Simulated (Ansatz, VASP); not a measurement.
Two plane-wave programs on Sr

Contents of INCAR:

```
ALGO = Fast ; EDIFF = 1E-6
EDIFFG = -0.01 ; ENCUT = 600
GGA = PE ; IBRION = 2
ISIF = 3 ; ISMEAR = 0
LASPH = T ; LCHARG = F
LREAL = F ; LWAVE = F
NELM = 80 ; NSW = 100
PREC = Accurate ; SIGMA = 0.1
```

KPOINTS

```
k-points
0
Gamma
  14 14 14
```

The input POSCAR:

```
Sr
1.0
   -2.1176775116      2.1176775116      3.0718024463
    2.1176775116     -2.1176775116      3.0718024463
    2.1176775116      2.1176775116     -3.0718024463
Sr
1
Direct
    0.5000000000      0.5000000000      0.0000000000
```

Input for Ansatz:

```yaml
crystal:
  lattice:
    - [-2.1176775116, 2.1176775116, 3.0718024463]
    - [2.1176775116, -2.1176775116, 3.0718024463]
    - [2.1176775116, 2.1176775116, -3.0718024463]
  atoms:
    - { symbol: Sr, position: [0.5, 0.5, 0.0] }
basis:
  ecutwfc: 420
kpoints:
  mp_grid: { grid: [14, 14, 14] }
hamiltonian:
  xc: pbe
scf:
  occupations: { method: gaussian, width: 0.1 }
output:
  forces: true
  stress: true
  eigenvalues: true
relax:
  adjacent_minimum: "off"
  f_tol: 0.01
  max_steps: 80
  cell: { stress_tol: 0.05 }
```

Alike in both runs: task relaxation of cell and atoms; functional PBE; k mesh 14 × 14 × 14; occupations gaussian, width 0.1 eV; no spin polarisation.

```csv
,VASP,Ansatz
version,VASP 6.6.1,Ansatz 0.2.0
potentials or method,"VASP PAW PBE potentials, release 64 (Sr_sv), cutoff 600 eV","scalar-relativistic, plane waves, PAW"
valence electrons in the cell,10,10
```

```tsv
	VASP	Ansatz	Ansatz less VASP
gap on the k mesh at the Fermi level, each at its own relaxed structure (eV)	none	none	-
relaxed volume (Å³/atom)	54.78	54.64	-0.141
relaxed cell length with the largest relative difference (Å)	4.263	4.263	-0.0008
```

A gap of «none» marks a metal or a gap that the smearing closes.
